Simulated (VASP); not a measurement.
# Pb in VASP: notebook

The runs below take Pb through single point, with PBEsol, PBE.

Everything below comes from runs of VASP 6.6.1. Logs are shortened: lines on timing, memory, paths and dates and some standing lists are left out, and cuts for length are marked.

**1. The cell of the first run**

The cell holds a slab with vacuum, 4 atoms: a = 3.493 Å, b = 3.493 Å, c = 23.556 Å, α = 90.00°, β = 90.00°, γ = 120.00°.

**2. Single point, PBEsol**

File INCAR:

```
  PREC = Accurate
  ENCUT = 520
  EDIFF = 1E-6
  ISMEAR = -1
  SIGMA = 0.05
  LREAL = F
  LASPH = T
  NELM = 100
  ALGO = Normal
  ISIF = 2
  LWAVE = F
  LCHARG = T
  GGA = PS
  LELF = T
  LVHAR = T
  NBANDS = 36
```

File KPOINTS:

```
Automatic mesh
0
Gamma
  9 9 1
```

File POSCAR:

```
Pb
1.0
    3.4928246563      0.0000000000      0.0000000000
   -1.7464123282      3.0248748834      0.0000000000
    0.0000000000      0.0000000000     23.5556381691
Pb
4
Direct
    0.6666666667      0.3333333333      0.3183951097
    0.3333333333      0.6666666667      0.4394650366
    0.0000000000      0.0000000000      0.5605349634
    0.6666666667      0.3333333333      0.6816048903
```

Potentials or basis: VASP PAW PBE potentials, release 64 (Pb_d).

Command:

```sh
$ cat potpaw_PBE.64/Pb_d/POTCAR > POTCAR
$ mpirun -np 1 vasp_std > vasp.out
```

OUTCAR:

```text
PREC = Accurate
   ENCUT = 520
   EDIFF = 1E-6
   ISMEAR = -1
   LREAL = F
   LASPH = T
   NELM = 100
   ISIF = 2
   GGA = PS

 ion  position               nearest neighbor table
   1  0.667  0.333  0.318-   2 3.49   2 3.49   2 3.49
   2  0.333  0.667  0.439-   3 3.49   3 3.49   3 3.49   1 3.49   1 3.49   1 3.49
   3  0.000  0.000  0.561-   2 3.49   2 3.49   2 3.49   4 3.49   4 3.49   4 3.49
   4  0.667  0.333  0.682-   3 3.49   3 3.49   3 3.49

  LATTYP: Found a hexagonal cell.
 ALAT       =     3.4928246563
 C/A-ratio  =     6.7440082131

  Lattice vectors:

 A1 = (   3.4928246563,   0.0000000000,   0.0000000000)
 A2 = (  -1.7464123282,   3.0248748834,   0.0000000000)
 A3 = (   0.0000000000,   0.0000000000,  23.5556381691)

Analysis of symmetry for initial positions (statically):
=====================================================================
 Subroutine PRICEL returns:
 Original cell was already a primitive cell.

 Routine SETGRP: Setting up the symmetry group for a
 hexagonal supercell.

 Subroutine GETGRP returns: Found 12 space group operations
 (whereof  6 operations were pure point group operations)
 out of a pool of 24 trial point group operations.

The static configuration has the point symmetry C_3v.
 The point group associated with its full space group is D_3d.

Analysis of symmetry for dynamics (positions and initial velocities):
=====================================================================
 Subroutine PRICEL returns:
 Original cell was already a primitive cell.

 Routine SETGRP: Setting up the symmetry group for a
 hexagonal supercell.

 Subroutine GETGRP returns: Found 12 space group operations
 (whereof  6 operations were pure point group operations)
 out of a pool of 24 trial point group operations.

The dynamic configuration has the point symmetry C_3v.
 The point group associated with its full space group is D_3d.

 Subroutine INISYM returns: Found 12 space group operations
 (whereof  6 operations are pure point group operations),
 and found     1 'primitive' translations

----------------------------------------------------------------------------------------

                                     Primitive cell

  volume of cell :     248.8737

  direct lattice vectors                    reciprocal lattice vectors
     3.492824656  0.000000000  0.000000000     0.286301231  0.165296093  0.000000000
    -1.746412328  3.024874883  0.000000000     0.000000000  0.330592186  0.000000000
     0.000000000  0.000000000 23.555638169     0.000000000  0.000000000  0.042452681

  length of vectors
     3.492824656  3.492824656 23.555638169     0.330592186  0.330592186  0.042452681

  position of ions in fractional coordinates (direct lattice)
     0.666666667  0.333333333  0.318395110
     0.333333333  0.666666667  0.439465037
     0.000000000  0.000000000  0.560534963
     0.666666667  0.333333333  0.681604890

  ion indices of the primitive-cell ions
   primitive index   ion index
                 1           1
                 2           2
                 3           3
                 4           4

----------------------------------------------------------------------------------------

 KPOINTS: Automatic mesh

Automatic generation of k-mesh.
 Grid dimensions read from file:
 generate k-points for:    9    9    1

 Generating k-lattice:

  Cartesian coordinates                     Fractional coordinates (reciprocal lattice)
     0.031811248  0.018366233  0.000000000     0.111111111 -0.000000000  0.000000000
     0.000000000  0.036732465  0.000000000     0.000000000  0.111111111  0.000000000
     0.000000000  0.000000000  0.042452681     0.000000000  0.000000000  1.000000000

  Length of vectors
     0.036732465  0.036732465  0.042452681

  Shift w.r.t. Gamma in fractional coordinates (k-lattice)
     0.000000000  0.000000000  0.000000000

 Subroutine IBZKPT returns following result:
 ===========================================

 Found     12 irreducible k-points:

 Following reciprocal coordinates:
            Coordinates               Weight
  0.000000  0.000000  0.000000      1.000000
  0.111111  0.000000  0.000000      6.000000
  0.222222  0.000000  0.000000      6.000000
  0.333333  0.000000  0.000000      6.000000
  0.444444  0.000000  0.000000      6.000000
  0.111111  0.111111  0.000000      6.000000
  0.222222  0.111111  0.000000     12.000000
  0.333333  0.111111  0.000000     12.000000
  0.444444  0.111111  0.000000      6.000000
  0.222222  0.222222  0.000000      6.000000
  0.333333  0.222222  0.000000     12.000000
  0.333333  0.333333  0.000000      2.000000
   k-points           NKPTS =     12   k-points in BZ     NKDIM =     12   number of bands    NBANDS=     36
   number of dos      NEDOS =    301   number of ions     NIONS =      4
   total plane-waves  NPLWV = 141120
   dimension x,y,z NGX =    28 NGY =   28 NGZ =  180
   dimension x,y,z NGXF=    56 NGYF=   56 NGZF=  360
   ions per type =               4
   NGX,Y,Z   is equivalent  to a cutoff of  13.33, 13.33, 12.70 a.u.
   NGXF,Y,Z  is equivalent  to a cutoff of  26.65, 26.65, 25.41 a.u.
 SYSTEM =  unknown system
   PREC   = accura    normal or accurate (medium, high low for compatibility)
   ISTART =      0    job   : 0-new  1-cont  2-samecut
   ICHARG =      2    charge: 1-file 2-atom 10-const
   ISPIN  =      1    spin polarized calculation?
   LNONCOLLINEAR =      F non collinear calculations
   LSORBIT =      F    spin-orbit coupling
   LASPH  =      T    aspherical Exc in radial PAW
   ENCUT  =  520.0 eV  38.22 Ry    6.18 a.u.   6.49  6.49 43.80*2*pi/ulx,y,z
   NELM   =    100;   NELMIN=  2; NELMDL= -5     # of ELM steps
   EDIFF  = 0.1E-05   stopping-criterion for ELM
   LREAL  =      F    real-space projection
   EDIFFG = 0.1E-04   stopping-criterion for IOM
   NSW    =      0    number of steps for IOM
   IBRION =     -1    ionic relax: 0-MD 1-quasi-New 2-CG
   NFREE  =      0    steps in history (QN), initial steepest desc. (CG)
   ISIF   =      2    stress and relaxation
   ISYM   =      2    0-nonsym 1-usesym 2-fastsym
   POTIM  = 0.5000    time-step for ionic-motion
   TEBEG  =    0.0;   TEEND  =   0.0 temperature during run
   PSTRESS=    0.0 pullay stress
   NELECT =      56.0000    total number of electrons
   NUPDOWN=      -1.0000    fix difference up-down
   EMIN   =  10.00;   EMAX   =-10.00  energy-range for DOS
   EFERMI =   0.00;   METHOD = LEGACY
   ISMEAR =    -1;   SIGMA  =   0.05  broadening in eV -4-tet -1-fermi 0-gaus
   EFERMI_NEDOS =   21; number of points for ismear=-14 and -15
   IALGO  =     38    algorithm
   IMIX   =      4    mixing-type and parameters
     AMIX     =   0.40;   BMIX     =  1.00
     AMIX_MAG =   1.60;   BMIX_MAG =  1.00
  volume/ion in A,a.u.               =      62.22       419.87
  Fermi-wavevector in a.u.,A,eV,Ry     =   0.995737  1.881669 13.490060  0.991491
  Thomas-Fermi vector in A             =   2.127777
   LORBIT       =      0    0 simple, 1 ext, 2 COOP (PROOUT), +10 PAW based schemes
   GGA     = PS    functional components
   LHFCALC =     F    Hartree Fock is set to
   AEXX    =    0.0000 exact exchange contribution
   IVDW    =     0    specifies the selected vdW correction
   LEPSILON=     F    determine dielectric tensor
   LRPA    =     F    only Hartree local field effects (RPA)
 non-spin polarized calculation
  energy-cutoff  :      520.00
  volume of cell :      248.87
 maximum number of plane-waves:      6771
 NGX is ok and might be reduce to    28
   NGX = 13   NGY = 13   NGZ = 87

 number of electron      56.0000000 magnetization

 Free energy of the ion-electron system (eV)
  ---------------------------------------------------
  ext. energy  EPLUGINS =         0.00000000
  ---------------------------------------------------
  free energy    TOTEN  =       -15.53924841 eV

  energy without entropy =      -15.52159207  energy(sigma->0) =      -15.53042024

 E-fermi :   1.5151     XC(G=0):  -5.6508

 val. band max:        1.4504395790   @ k =   0.3333   0.2222   0.0000
 cond. band min:       1.5901259878   @ k =   0.3333   0.0000   0.0000
 fundamental gap:      0.1396864088
 Fermi energy:         1.5150678898

 k-point     1 :       0.0000    0.0000    0.0000
  band No.  band energies     occupation
      1     -15.5351      2.00000
      2     -15.5341      2.00000
      3     -15.4794      2.00000
      4     -15.4791      2.00000
      5     -15.4791      2.00000
      6     -15.4773      2.00000
[... 28 lines left out ...]
     35       7.8188      0.00000
     36       8.4245      0.00000

 k-point     2 :       0.1111    0.0000    0.0000
  band No.  band energies     occupation
      1     -15.5257      2.00000
      2     -15.5239      2.00000
      3     -15.4847      2.00000
      4     -15.4836      2.00000
      5     -15.4768      2.00000
      6     -15.4544      2.00000
[... 28 lines left out ...]
     35       6.8577      0.00000
     36       7.1769      0.00000

 k-point     3 :       0.2222    0.0000    0.0000
  band No.  band energies     occupation
      1     -15.5510      2.00000
      2     -15.5407      2.00000
      3     -15.4996      2.00000
      4     -15.4738      2.00000
      5     -15.4536      2.00000
      6     -15.4446      2.00000
[... 28 lines left out ...]
     35       6.0741      0.00000
     36       6.9127      0.00000
[... 274 lines left out ...]
 k-point    11 :       0.3333    0.2222    0.0000
  band No.  band energies     occupation
      1     -15.5433      2.00000
      2     -15.5031      2.00000
      3     -15.4895      2.00000
      4     -15.4859      2.00000
      5     -15.4669      2.00000
      6     -15.4632      2.00000
[... 28 lines left out ...]
     35       4.4014      0.00000
     36       5.4850      0.00000

 k-point    12 :       0.3333    0.3333    0.0000
  band No.  band energies     occupation
      1     -15.5129      2.00000
      2     -15.5129      2.00000
      3     -15.5027      2.00000
      4     -15.4675      2.00000
      5     -15.4675      2.00000
      6     -15.4215      2.00000
[... 28 lines left out ...]
     35       4.2838      0.00000
     36       4.5071      0.00000

------------------------ aborting loop because EDIFF is reached ----------------------------------------

  FORCE on cell =-STRESS in cart. coord.  units (eV):
  Direction    XX          YY          ZZ          XY          YZ          ZX
  --------------------------------------------------------------------------------------
  -------------------------------------------------------------------------------------
  Total       -1.6012341     -1.6012341     -1.3701820      0.0000000      0.0000000      0.0000000
  in kB      -10.3082834    -10.3082834     -8.8208361      0.0000000      0.0000000      0.0000000
  external PRESSURE =      -9.8124676 kB  Pullay stress =       0.0000000 kB

 VOLUME and BASIS-vectors are now :
 -----------------------------------------------------------------------------
  energy-cutoff  :      520.00
  volume of cell :      248.87
      direct lattice vectors                 reciprocal lattice vectors
     3.492824656  0.000000000  0.000000000     0.286301231  0.165296093  0.000000000
    -1.746412328  3.024874883  0.000000000     0.000000000  0.330592186  0.000000000
     0.000000000  0.000000000 23.555638169     0.000000000  0.000000000  0.042452681

 POSITION                                       TOTAL-FORCE (eV/Angst)
 -----------------------------------------------------------------------------------
      1.74641      1.00829      7.50000        -0.000000     -0.000000      0.253221
     -0.00000      2.01658     10.35188         0.000000      0.000000     -0.301379
      0.00000      0.00000     13.20376        -0.000000     -0.000000      0.301379
      1.74641      1.00829     16.05564         0.000000     -0.000000     -0.253221
 -----------------------------------------------------------------------------------
    total drift:                               -0.000000      0.000000      0.000026

  FREE ENERGIE OF THE ION-ELECTRON SYSTEM (eV)
  ---------------------------------------------------
  free  energy   TOTEN  =       -15.5392484078 eV

  energy  without entropy=      -15.5215920670  energy(sigma->0) =      -15.53042024
```

Run time: 2.8 min. Hardware: 1 thread of Intel Xeon Platinum 8375C at 2.90GHz (Ice Lake), shared host; peak memory 0.38 GiB.

What came out:

```
Free energy            : -15.5392 eV
Largest force          : 0.301 eV/Å
Band gap on the k mesh : zero (band 28 reaches 4.70 eV, above the bottom of band 29 at 0.06 eV)
```

Forces in eV/Å, atoms in the order of the input:
```
Pb   0.000  0.000  0.253
Pb   0.000  0.000 -0.301
Pb   0.000  0.000  0.301
Pb   0.000  0.000 -0.253
```

Caveat: the PAW data sets were made with another functional, which shifts forces and pressure a little; spin-orbit coupling is left out, which moves the levels of the heavy elements.

(Part 1 of 2 ends here.)
